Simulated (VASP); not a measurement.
# FeAu (R-3m) in VASP: notebook, part 2 of 2

VASP 6.6.1. Earlier steps stand in the parts before.

**5. Single point, PBE, collinear spin, ferromagnetic start**

This run uses another cell than the first one, of 15.43 Å³/atom.

Input file INCAR:

```
PREC = Accurate
ENCUT = 520
EDIFF = 1E-6
ISMEAR = -1
SIGMA = 0.05
LREAL = F
LASPH = T
NELM = 150
ALGO = Fast
ISIF = 2
LWAVE = F
LCHARG = F
ISPIN = 2
MAGMOM = 0 3
LORBIT = 11
LMAXMIX = 4
GGA = PE
NBANDS = 20
```

Input file KPOINTS:

```
regular mesh
0
Gamma
  11 11 11
```

Input file POSCAR:

```
FeAu
1.0
    1.4117478522      0.8150730025      4.4694532999
   -1.4117478522      0.8150730025      4.4694532999
    0.0000000000     -1.6301460050      4.4694532999
Au Fe
1 1
Direct
    0.0000000000      0.0000000000      0.0000000000
    0.5000000000      0.5000000000      0.5000000000
```

Started as:

```console
> cat potpaw_PBE.64/Au/POTCAR potpaw_PBE.64/Fe/POTCAR > POTCAR
> mpirun -np 1 vasp_std > vasp.out
```

Wall time 2.5 min (1 thread of Intel Xeon 6975P-C (Granite Rapids), shared host); peak memory 0.35 GiB.

Results (log left out):

```
Free energy                                           : -10.9960 eV
Pressure                                              : -1.2 GPa
Net moment                                            : 2.90 μB per cell
Site moments                                          : Au +0.04; Fe +2.89 μB
Valence electrons inside the program's atomic spheres : Au 9.74; Fe 6.83
```

Stress tensor (GPa, compression positive):
```
-1.73  0.00  0.00
 0.00 -1.73  0.00
 0.00  0.00 -0.26
```

Levels at points of the mesh, in eV from the Fermi level:
Spin up:
```
           k point  band 9  band 10  band 11  band 12  band 13  band 14
(0.00, 0.00, 0.00)   -2.29    -1.62    -1.62    -0.70     4.14    14.81
```
Spin down:
| k point | band 4 | band 5 | band 6 | band 7 | band 8 | band 9 | band 10 | band 11 | band 12 | band 13 |
| --- | --- | --- | --- | --- | --- | --- | --- | --- | --- | --- |
| (0.00, 0.00, 0.00) | -4.85 | -3.42 | -3.42 | -1.26 | -0.61 | 0.30 | 0.30 | 1.23 | 1.23 | 5.13 |

Caveat: spin-orbit coupling is left out, which moves the levels of the heavy elements.

**6. Single point, PBEsol, collinear spin, ferromagnetic start**

This run uses another cell than the first one, of 15.43 Å³/atom.

Input file INCAR:

```
ALGO = Fast ; EDIFF = 1E-7
ENCUT = 520 ; GGA = PS
ISIF = 2 ; ISMEAR = -1
ISPIN = 2 ; LASPH = T
LCHARG = F ; LMAXMIX = 4
LORBIT = 11 ; LREAL = F
LWAVE = F ; MAGMOM = 0 3
NBANDS = 20 ; NELM = 150
PREC = Accurate ; SIGMA = 0.05
```

Input file KPOINTS:

```
k-points
0
Gamma
  8 8 8
```

POSCAR is that of step 5.

Potentials or basis: VASP PAW PBE potentials, release 64 (Au, Fe).

Started as:

```console
> cat potpaw_PBE.64/Au/POTCAR potpaw_PBE.64/Fe/POTCAR > POTCAR
> mpirun -np 1 vasp_std > vasp.out
```

OUTCAR:

```text
EDIFF = 1E-7
   ENCUT = 520
   GGA = PS
   ISIF = 2
   ISMEAR = -1
   ISPIN = 2
   LASPH = T
   LORBIT = 11
   LREAL = F
   NELM = 150
   PREC = Accurate

 ion  position               nearest neighbor table
   1  0.000  0.000  0.000-   2 2.77   2 2.77   2 2.77   2 2.77   2 2.77   2 2.77
   2  0.500  0.500  0.500-   1 2.77   1 2.77   1 2.77   1 2.77   1 2.77   1 2.77

  LATTYP: Found a trigonal (rhomboedric) cell.
 ALAT       =     4.7574561267
 COS(alpha) =     0.8238856747

  Lattice vectors:

 A1 = (   1.4117478522,   0.8150730025,   4.4694532999)
 A2 = (  -1.4117478522,   0.8150730025,   4.4694532999)
 A3 = (   0.0000000000,  -1.6301460050,   4.4694532999)

Analysis of symmetry for initial positions (statically):
=====================================================================
 Subroutine PRICEL returns:
 Original cell was already a primitive cell.

 Routine SETGRP: Setting up the symmetry group for a
 trigonal (rhombohedral) supercell.

 Subroutine GETGRP returns: Found 12 space group operations
 (whereof 12 operations were pure point group operations)
 out of a pool of 12 trial point group operations.

The static configuration has the point symmetry D_3d.

Analysis of symmetry for dynamics (positions and initial velocities):
=====================================================================
 Subroutine PRICEL returns:
 Original cell was already a primitive cell.

 Routine SETGRP: Setting up the symmetry group for a
 trigonal (rhombohedral) supercell.

 Subroutine GETGRP returns: Found 12 space group operations
 (whereof 12 operations were pure point group operations)
 out of a pool of 12 trial point group operations.

The dynamic configuration has the point symmetry D_3d.

Analysis of structural, dynamic, and magnetic symmetry:
=====================================================================
 Subroutine PRICEL returns:
 Original cell was already a primitive cell.

 Routine SETGRP: Setting up the symmetry group for a
 trigonal (rhombohedral) supercell.

[... 148 lines left out ...]
  free energy    TOTEN  =       -12.26254305 eV

  energy without entropy =      -12.24384103  energy(sigma->0) =      -12.25319204

 E-fermi :   7.3250     XC(G=0): -12.5705

 val. band max:        7.3237226784   @ k =   0.3750   0.2500   0.1250
 cond. band min:       7.3267330587   @ k =  -0.3750   0.2500  -0.0000
 fundamental gap:      0.0030103803
 Fermi energy:         7.3249961230

 spin component 1

 k-point     1 :       0.0000    0.0000    0.0000
  band No.  band energies     occupation
      1      -2.2145      1.00000
      2       0.6329      1.00000
      3       2.4104      1.00000
      4       2.4104      1.00000
      5       3.6041      1.00000
      6       3.6041      1.00000
[... 541 lines left out ...]
     19      25.0416      0.00000
     20      25.8444      0.00000

 [... further k-points ...]

 spin component 2

 k-point     1 :       0.0000    0.0000    0.0000
  band No.  band energies     occupation
      1      -2.1347      1.00000
      2       0.7771      1.00000
      3       2.4984      1.00000
      4       2.4984      1.00000
      5       3.9440      1.00000
      6       3.9440      1.00000
[... 541 lines left out ...]
     19      25.0018      0.00000
     20      26.0270      0.00000

 [... further k-points ...]

------------------------ aborting loop because EDIFF is reached ----------------------------------------

  FORCE on cell =-STRESS in cart. coord.  units (eV):
  Direction    XX          YY          ZZ          XY          YZ          ZX
  --------------------------------------------------------------------------------------
  -------------------------------------------------------------------------------------
  Total       -1.7096046     -1.7096046     -1.6933591     -0.0000000     -0.0000000      0.0000000
  in kB      -88.7660645    -88.7660645    -87.9225669     -0.0000000     -0.0000000      0.0000000
  external PRESSURE =     -88.4848987 kB  Pullay stress =       0.0000000 kB

 VOLUME and BASIS-vectors are now :
 -----------------------------------------------------------------------------
  energy-cutoff  :      520.00
  volume of cell :       30.86
      direct lattice vectors                 reciprocal lattice vectors
     1.411747852  0.815073003  4.469453300     0.354170895  0.204480661  0.074580337
    -1.411747852  0.815073003  4.469453300    -0.354170895  0.204480661  0.074580337
     0.000000000 -1.630146005  4.469453300     0.000000000 -0.408961323  0.074580337

 POSITION                                       TOTAL-FORCE (eV/Angst)
 -----------------------------------------------------------------------------------
      0.00000      0.00000      0.00000         0.000000      0.000000      0.000000
      0.00000      0.00000      6.70418        -0.000000      0.000000     -0.000000
 -----------------------------------------------------------------------------------
    total drift:                                0.000000     -0.000000      0.000000

  FREE ENERGIE OF THE ION-ELECTRON SYSTEM (eV)
  ---------------------------------------------------
  free  energy   TOTEN  =       -12.2625430495 eV

  energy  without entropy=      -12.2438410258  energy(sigma->0) =      -12.25319204

 total charge

# of ion       s       p       d       tot
------------------------------------------
    1        0.608   0.455   8.666   9.728
    2        0.378   0.351   6.101   6.831
--------------------------------------------------
tot          0.986   0.806  14.767  16.559

 magnetization (x)

# of ion       s       p       d       tot
------------------------------------------
    1       -0.017  -0.038   0.090   0.035
    2       -0.003  -0.014   2.898   2.881
--------------------------------------------------
tot         -0.020  -0.052   2.989   2.917
```

OSZICAR:

```text
N       E                     dE             d eps       ncg     rms          rms(c)
DAV:   1     0.107220360388E+03    0.10722E+03   -0.87789E+03  5312   0.105E+03
DAV:   2    -0.955993664026E+01   -0.11678E+03   -0.10492E+03  5300   0.229E+02
DAV:   3    -0.136307585585E+02   -0.40708E+01   -0.39665E+01  6056   0.499E+01
DAV:   4    -0.136746757398E+02   -0.43917E-01   -0.43888E-01  5844   0.441E+00
DAV:   5    -0.136756648522E+02   -0.98911E-03   -0.98907E-03  5984   0.749E-01    0.143E+01
RMM:   6    -0.132605793239E+02    0.41509E+00   -0.52030E+00  5954   0.231E+01    0.137E+01
RMM:   7    -0.124826395036E+02    0.77794E+00   -0.13889E+00  5851   0.114E+01    0.936E+00
RMM:   8    -0.123090171236E+02    0.17362E+00   -0.12278E-01  6114   0.333E+00    0.428E+00
RMM:   9    -0.122632271908E+02    0.45790E-01   -0.30792E-02  5699   0.113E+00    0.190E+00
RMM:  10    -0.122626854837E+02    0.54171E-03   -0.24613E-03  6659   0.470E-01    0.437E-01
RMM:  11    -0.122625917421E+02    0.93742E-04   -0.27147E-03  5904   0.359E-01    0.204E-01
RMM:  12    -0.122625418012E+02    0.49941E-04   -0.36639E-04  6234   0.190E-01    0.939E-02
RMM:  13    -0.122625490391E+02   -0.72379E-05   -0.10092E-04  6964   0.661E-02    0.422E-02
RMM:  14    -0.122625426092E+02    0.64299E-05   -0.22752E-05  6816   0.393E-02    0.123E-02
RMM:  15    -0.122625431403E+02   -0.53105E-06   -0.70740E-06  6743   0.159E-02    0.754E-03
RMM:  16    -0.122625431125E+02    0.27816E-07   -0.15066E-06  6560   0.717E-03    0.308E-03
RMM:  17    -0.122625430495E+02    0.62985E-07   -0.15980E-07  4747   0.272E-03
   1 F= -.12262543E+02 E0= -.12253192E+02  d E =-.187020E-01  mag=     2.9012
```

stdout:

```text
POSCAR found type information on POSCAR AuFe
 POSCAR found :  2 types and       2 ions
 scaLAPACK will be used
 -----------------------------------------------------------------------------
|                                                                             |
|                                                                             |
|     You enforced a specific xc type in the INCAR file but a different       |
|     I HOPE YOU KNOW WHAT YOU ARE DOING!                                     |
|                                                                             |
 -----------------------------------------------------------------------------

 LDA part: xc-table for (Slater+PW92), standard interpolation
 POSCAR, INCAR and KPOINTS ok, starting setup
 FFT: planning ... GRIDC
 FFT: planning ... GRID_SOFT
 FFT: planning ... GRID
 WAVECAR not read
 entering main loop
WARNING in EDDRMM: call to ZHEGV failed, returncode =   8  4     17
 num prob WARNING in EDDRMM: call to ZHEGV failed, returncode =   8  4     20
```

Run time: 2.1 min. Hardware: 1 thread of AMD EPYC 9R45 (Zen 5), shared host; peak memory 0.26 GiB.

Results:

| Property | Result |
| --- | --- |
| Free energy | -12.2625 eV |
| Pressure | -8.8 GPa |
| Net moment | 2.90 μB per cell |
| Site moments | Au +0.04; Fe +2.88 μB |
| Valence electrons inside the program's atomic spheres | Au 9.73; Fe 6.83 |

Stress tensor (GPa, compression positive):
```
-8.88  0.00  0.00
 0.00 -8.88  0.00
 0.00  0.00 -8.79
```

Levels at points of the mesh, in eV from the Fermi level:
Spin up:
```
           k point  band 8  band 9  band 10  band 11  band 12  band 13  band 14  band 15
(0.00, 0.00, 0.00)   -2.26   -2.26    -1.58    -1.58    -0.75     4.13    14.79    17.05
(0.50, 0.00, 0.00)   -2.35   -1.98    -1.33     0.80     1.27     5.83     6.41    10.83
(0.50, 0.50, 0.00)   -1.57   -1.36    -1.26    -1.03     1.17     3.31     6.96    10.40
(0.50, 0.50, 0.50)   -3.07   -2.53    -2.53    -2.09    -2.09    11.19    12.97    15.34
```
Spin down:
```tsv
k point	band 4	band 5	band 6	band 7	band 8	band 9	band 10	band 11	band 12	band 13
(0.00, 0.00, 0.00)	-4.83	-3.38	-3.38	-1.23	-0.61	0.31	0.31	1.20	1.20	5.14
(0.50, 0.00, 0.00)	-3.75	-2.63	-1.94	-1.58	-0.63	0.54	1.38	1.61	2.66	6.60
(0.50, 0.50, 0.00)	-3.96	-1.95	-1.01	-0.96	0.04	1.15	1.20	1.31	1.61	4.25
(0.50, 0.50, 0.50)	-4.77	-4.77	-3.19	-3.19	-0.75	0.09	0.09	0.93	0.93	11.80
```

Caveat: the cell stands under tension; the PAW data sets were made with another functional, which shifts forces and pressure a little; spin-orbit coupling is left out, which moves the levels of the heavy elements.

**7. Summary**

```tsv
level	cell	k mesh	gap on the mesh (eV)	pressure (GPa)	moment (μB)
PBE	a = 4.660 Å, angles 34.5°, 2 atoms	11 × 11 × 11	none	9.0	2.83
PBE	a = 4.693 Å, angles 34.5°, 2 atoms	11 × 11 × 11	none	5.1	2.85
PBE	a = 4.726 Å, angles 34.5°, 2 atoms	11 × 11 × 11	none	1.7	2.88
PBE	a = 4.757 Å, angles 34.5°, 2 atoms	11 × 11 × 11	none	-1.2	2.90
PBEsol	a = 4.757 Å, angles 34.5°, 2 atoms	8 × 8 × 8	none	-8.8	2.90
```

Alike in all rows: task single point; potentials or basis VASP PAW PBE potentials, release 64 (Au, Fe); spin collinear, ferromagnetic start; cutoff (eV) 520; smearing fermi-dirac 0.05 eV.

Caveats: spin-orbit coupling is left out, which moves the levels of the heavy elements; the cell stands under pressure (at least some runs); the cell stands under tension (at least some runs); the PAW data sets were made with another functional, which shifts forces and pressure a little (at least some runs).

Absolute energies hang on the potentials; compare differences alone.
